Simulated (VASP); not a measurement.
# K in VASP: notebook, part 2 of 2

VASP 6.6.1.

## Step 4: Single point, PBE (67.68 Å³/atom)

This run uses another cell than the first one, of 67.68 Å³/atom.

The input, INCAR:

```
  PREC = Accurate
  ENCUT = 520
  EDIFF = 1E-6
  ISMEAR = 0
  SIGMA = 0.1
  LREAL = F
  LASPH = T
  NELM = 60
  ALGO = Fast
  ISIF = 2
  LWAVE = F
  LCHARG = T
  GGA = PE
  LELF = T
  LVHAR = T
  NBANDS = 20
```

The input, KPOINTS:

```
regular mesh
0
Gamma
  6 6 10
```

The input, POSCAR:

```
K
1.0
    7.3184889007      0.0000000000      0.0000000000
   -3.6592444503      6.3379973053      0.0000000000
    0.0000000000      0.0000000000      4.3771983384
K
3
Direct
    0.0000000000      0.0000000000      0.5000000000
    0.3333333333      0.6666666667      0.0000000000
    0.6666666667      0.3333333333      0.0000000000
```

Potentials or basis: VASP PAW PBE potentials, release 64 (K_sv).

The run is started by

```console
> cat potpaw_PBE.64/K_sv/POTCAR > POTCAR
> mpirun -np 1 vasp_std > vasp.out
```

OUTCAR:

```text
PREC = Accurate
   ENCUT = 520
   EDIFF = 1E-6
   ISMEAR = 0
   LREAL = F
   LASPH = T
   NELM = 60
   ISIF = 2
   GGA = PE

 ion  position               nearest neighbor table
   1  0.000  0.000  0.500-
   2  0.333  0.667  0.000-
   3  0.667  0.333  0.000-

  LATTYP: Found a hexagonal cell.
 ALAT       =     7.3184889007
 C/A-ratio  =     0.5981013837

  Lattice vectors:

 A1 = (   7.3184889007,   0.0000000000,   0.0000000000)
 A2 = (  -3.6592444503,   6.3379973053,   0.0000000000)
 A3 = (   0.0000000000,   0.0000000000,   4.3771983384)

Analysis of symmetry for initial positions (statically):
=====================================================================
 Subroutine PRICEL returns:
 Original cell was already a primitive cell.

 Routine SETGRP: Setting up the symmetry group for a
 hexagonal supercell.

 Subroutine GETGRP returns: Found 24 space group operations
 (whereof 24 operations were pure point group operations)
 out of a pool of 24 trial point group operations.

The static configuration has the point symmetry D_6h.

Analysis of symmetry for dynamics (positions and initial velocities):
=====================================================================
 Subroutine PRICEL returns:
 Original cell was already a primitive cell.

 Routine SETGRP: Setting up the symmetry group for a
 hexagonal supercell.

 Subroutine GETGRP returns: Found 24 space group operations
 (whereof 24 operations were pure point group operations)
 out of a pool of 24 trial point group operations.

The dynamic configuration has the point symmetry D_6h.

 Subroutine INISYM returns: Found 24 space group operations
 (whereof 24 operations are pure point group operations),
 and found     1 'primitive' translations

----------------------------------------------------------------------------------------

                                     Primitive cell

  volume of cell :     203.0344

  direct lattice vectors                    reciprocal lattice vectors
     7.318488901  0.000000000  0.000000000     0.136640229  0.078889273  0.000000000
    -3.659244450  6.337997305  0.000000000     0.000000000  0.157778546  0.000000000
     0.000000000  0.000000000  4.377198338     0.000000000  0.000000000  0.228456634

  length of vectors
     7.318488901  7.318488901  4.377198338     0.157778546  0.157778546  0.228456634

  position of ions in fractional coordinates (direct lattice)
     0.000000000  0.000000000  0.500000000
     0.333333333  0.666666667  0.000000000
     0.666666667  0.333333333  0.000000000

  ion indices of the primitive-cell ions
   primitive index   ion index
                 1           1
                 2           2
                 3           3

----------------------------------------------------------------------------------------

 KPOINTS: regular mesh

Automatic generation of k-mesh.
 Grid dimensions read from file:
 generate k-points for:    6    6   10

 Generating k-lattice:

  Cartesian coordinates                     Fractional coordinates (reciprocal lattice)
     0.022773372  0.013148212  0.000000000     0.166666667 -0.000000000  0.000000000
     0.000000000  0.026296424  0.000000000     0.000000000  0.166666667  0.000000000
     0.000000000  0.000000000  0.022845663     0.000000000  0.000000000  0.100000000

  Length of vectors
     0.026296424  0.026296424  0.022845663

  Shift w.r.t. Gamma in fractional coordinates (k-lattice)
     0.000000000  0.000000000  0.000000000

 Subroutine IBZKPT returns following result:
 ===========================================

 Found     42 irreducible k-points:

 Following reciprocal coordinates:
            Coordinates               Weight
  0.000000  0.000000  0.000000      1.000000
  0.166667 -0.000000  0.000000      6.000000
  0.333333 -0.000000  0.000000      6.000000
  0.500000 -0.000000  0.000000      3.000000
  0.166667  0.166667  0.000000      6.000000
  0.333333  0.166667  0.000000     12.000000
[... 16 lines left out ...]
  0.166667 -0.000000  0.300000     12.000000
  0.333333 -0.000000  0.300000     12.000000
 [... further k-points ...]
   k-points           NKPTS =     42   k-points in BZ     NKDIM =     42   number of bands    NBANDS=     20
   number of dos      NEDOS =    301   number of ions     NIONS =      3
   total plane-waves  NPLWV = 104976
   dimension x,y,z NGX =    54 NGY =   54 NGZ =   36
   dimension x,y,z NGXF=   108 NGYF=  108 NGZF=   72
   ions per type =               3
   NGX,Y,Z   is equivalent  to a cutoff of  12.27, 12.27, 13.67 a.u.
   NGXF,Y,Z  is equivalent  to a cutoff of  24.53, 24.53, 27.35 a.u.
 SYSTEM =  unknown system
   PREC   = accura    normal or accurate (medium, high low for compatibility)
   ISTART =      0    job   : 0-new  1-cont  2-samecut
   ICHARG =      2    charge: 1-file 2-atom 10-const
   ISPIN  =      1    spin polarized calculation?
   LNONCOLLINEAR =      F non collinear calculations
   LSORBIT =      F    spin-orbit coupling
   LASPH  =      T    aspherical Exc in radial PAW
   ENCUT  =  520.0 eV  38.22 Ry    6.18 a.u.  13.61 13.61  8.14*2*pi/ulx,y,z
   NELM   =     60;   NELMIN=  2; NELMDL= -5     # of ELM steps
   EDIFF  = 0.1E-05   stopping-criterion for ELM
   LREAL  =      F    real-space projection
   EDIFFG = 0.1E-04   stopping-criterion for IOM
   NSW    =      0    number of steps for IOM
   IBRION =     -1    ionic relax: 0-MD 1-quasi-New 2-CG
   NFREE  =      0    steps in history (QN), initial steepest desc. (CG)
   ISIF   =      2    stress and relaxation
   ISYM   =      2    0-nonsym 1-usesym 2-fastsym
   POTIM  = 0.5000    time-step for ionic-motion
   TEBEG  =    0.0;   TEEND  =   0.0 temperature during run
   PSTRESS=    0.0 pullay stress
   NELECT =      27.0000    total number of electrons
   NUPDOWN=      -1.0000    fix difference up-down
   EMIN   =  10.00;   EMAX   =-10.00  energy-range for DOS
   EFERMI =   0.00;   METHOD = LEGACY
   ISMEAR =     0;   SIGMA  =   0.10  broadening in eV -4-tet -1-fermi 0-gaus
   EFERMI_NEDOS =   21; number of points for ismear=-14 and -15
   IALGO  =     68    algorithm
   IMIX   =      4    mixing-type and parameters
     AMIX     =   0.40;   BMIX     =  1.00
     AMIX_MAG =   1.60;   BMIX_MAG =  1.00
  volume/ion in A,a.u.               =      67.68       456.71
  Fermi-wavevector in a.u.,A,eV,Ry     =   0.835615  1.579083  9.500299  0.698252
  Thomas-Fermi vector in A             =   1.949203
   LORBIT       =      0    0 simple, 1 ext, 2 COOP (PROOUT), +10 PAW based schemes
   GGA     = PE    functional components
   LHFCALC =     F    Hartree Fock is set to
   AEXX    =    0.0000 exact exchange contribution
   IVDW    =     0    specifies the selected vdW correction
   LEPSILON=     F    determine dielectric tensor
   LRPA    =     F    only Hartree local field effects (RPA)
 non-spin polarized calculation
 RMM-DIIS sequential band-by-band and
 Gauss-broadening in eV      SIGMA  =   0.10
  energy-cutoff  :      520.00
  volume of cell :      203.03
 maximum number of plane-waves:      5502
   NGX = 27   NGY = 27   NGZ = 17

 number of electron      26.9999999 magnetization

 Free energy of the ion-electron system (eV)
  ---------------------------------------------------
  ext. energy  EPLUGINS =         0.00000000
  ---------------------------------------------------
  free energy    TOTEN  =        -3.09372955 eV

  energy without entropy =       -3.08257521  energy(sigma->0) =       -3.08815238

 E-fermi :   0.0704     XC(G=0):  -5.8548

 val. band max:        0.0696222393   @ k =   0.1667   0.1667   0.0000
 cond. band min:       0.0730612204   @ k =   0.5000  -0.0000   0.4000
 fundamental gap:      0.0034389811
 Fermi energy:         0.0704336598

 k-point     1 :       0.0000    0.0000    0.0000
  band No.  band energies     occupation
      1     -32.0627      2.00000
      2     -32.0546      2.00000
      3     -31.9508      2.00000
      4     -15.5837      2.00000
      5     -15.5837      2.00000
      6     -15.5219      2.00000
[... 12 lines left out ...]
     19       1.8713      0.00000
     20       3.9329      0.00000
[... 507 lines left out ...]
 k-point    24 :       0.3333   -0.0000    0.3000
  band No.  band energies     occupation
      1     -32.0587      2.00000
      2     -32.0541      2.00000
      3     -31.9486      2.00000
      4     -15.5834      2.00000
      5     -15.5688      2.00000
      6     -15.5580      2.00000
[... 12 lines left out ...]
     19       2.7145      0.00000
     20       3.3534      0.00000

 [... further k-points ...]

------------------------ aborting loop because EDIFF is reached ----------------------------------------

  FORCE on cell =-STRESS in cart. coord.  units (eV):
  Direction    XX          YY          ZZ          XY          YZ          ZX
  --------------------------------------------------------------------------------------
  -------------------------------------------------------------------------------------
  Total        0.4757152      0.4757152      0.4809522      0.0000000     -0.0000000      0.0000000
  in kB        3.7539452      3.7539452      3.7952715      0.0000000     -0.0000000      0.0000000
  external PRESSURE =       3.7677206 kB  Pullay stress =       0.0000000 kB

 VOLUME and BASIS-vectors are now :
 -----------------------------------------------------------------------------
  energy-cutoff  :      520.00
  volume of cell :      203.03
      direct lattice vectors                 reciprocal lattice vectors
     7.318488901  0.000000000  0.000000000     0.136640229  0.078889273  0.000000000
    -3.659244450  6.337997305  0.000000000     0.000000000  0.157778546  0.000000000
     0.000000000  0.000000000  4.377198338     0.000000000  0.000000000  0.228456634

 POSITION                                       TOTAL-FORCE (eV/Angst)
 -----------------------------------------------------------------------------------
      0.00000      0.00000      2.18860        -0.000000      0.000000      0.000000
     -0.00000      4.22533      0.00000        -0.000000      0.000000     -0.000000
      3.65924      2.11267      0.00000         0.000000     -0.000000      0.000000
 -----------------------------------------------------------------------------------
    total drift:                               -0.000000      0.000000     -0.000000

  FREE ENERGIE OF THE ION-ELECTRON SYSTEM (eV)
  ---------------------------------------------------
  free  energy   TOTEN  =        -3.0937295459 eV

  energy  without entropy=       -3.0825752098  energy(sigma->0) =       -3.08815238
```

OSZICAR:

```text
N       E                     dE             d eps       ncg     rms          rms(c)
DAV:   1     0.182814368941E+03    0.18281E+03   -0.11399E+04  1704   0.106E+03
DAV:   2     0.114943624854E+02   -0.17132E+03   -0.16866E+03  1848   0.313E+02
DAV:   3    -0.225081433787E+01   -0.13745E+02   -0.13661E+02  2728   0.645E+01
DAV:   4    -0.307098481797E+01   -0.82017E+00   -0.81586E+00  2440   0.134E+01
DAV:   5    -0.309316759878E+01   -0.22183E-01   -0.22176E-01  2424   0.219E+00    0.384E+00
RMM:   6    -0.309252847536E+01    0.63912E-03   -0.78602E-03  2116   0.592E-01    0.240E+00
RMM:   7    -0.309322110097E+01   -0.69263E-03   -0.12919E-02  2272   0.625E-01    0.124E-01
RMM:   8    -0.309357833562E+01   -0.35723E-03   -0.29746E-03  2473   0.318E-01    0.478E-02
RMM:   9    -0.309369005192E+01   -0.11172E-03   -0.71170E-04  2799   0.111E-01    0.304E-02
RMM:  10    -0.309371434429E+01   -0.24292E-04   -0.19198E-04  3042   0.520E-02    0.732E-03
RMM:  11    -0.309372362403E+01   -0.92797E-05   -0.85225E-05  2988   0.307E-02    0.498E-03
RMM:  12    -0.309372754870E+01   -0.39247E-05   -0.26579E-05  2589   0.192E-02    0.318E-03
RMM:  13    -0.309372890958E+01   -0.13609E-05   -0.15911E-05  2250   0.140E-02    0.202E-03
RMM:  14    -0.309372954594E+01   -0.63637E-06   -0.68850E-06  1903   0.988E-03
   1 F= -.30937295E+01 E0= -.30881524E+01  d E =-.111543E-01
```

stdout:

```text
POSCAR found type information on POSCAR K
 POSCAR found :  1 types and       3 ions
 scaLAPACK will be used
 LDA part: xc-table for (Slater+PW92), standard interpolation
 POSCAR, INCAR and KPOINTS ok, starting setup
 FFT: planning ... GRIDC
 FFT: planning ... GRID_SOFT
 FFT: planning ... GRID
 WAVECAR not read
 entering main loop
```

Run time: 3.9 min. Hardware: 1 thread of Intel Xeon Platinum 8375C at 2.90GHz (Ice Lake), shared host; peak memory 0.37 GiB.

What came out:

```
Free energy            : -3.0937 eV
Pressure               : 0.4 GPa
Band gap on the k mesh : zero (an odd number of electrons rules out a gap without spin polarisation)
```

## Step 5: The runs side by side

```tsv
cell	k mesh	further INCAR settings	gap on the mesh (eV)	pressure (GPa)
a = 7.559, b = 7.559, c = 4.445 Å, angles 90.0, 90.0, 120.0°, 3 atoms	6 × 6 × 4	ALGO = Fast; EDIFF = 1e-07; NBANDS = 20	none	0.0
a = 7.237, b = 7.237, c = 4.329 Å, angles 90.0, 90.0, 120.0°, 3 atoms	6 × 6 × 10	ALGO = Fast; EDIFF = 1e-06; NBANDS = 20	none	0.5
a = 7.318, b = 7.318, c = 4.377 Å, angles 90.0, 90.0, 120.0°, 3 atoms	6 × 6 × 10	ALGO = Fast; EDIFF = 1e-06; NBANDS = 20	none	0.4
```

Alike in all rows: task single point; level PBE; potentials or basis VASP PAW PBE potentials, release 64 (K_sv); no spin polarisation; cutoff (eV) 520; smearing gaussian 0.1 eV.

Absolute energies hang on the potentials; compare differences alone.
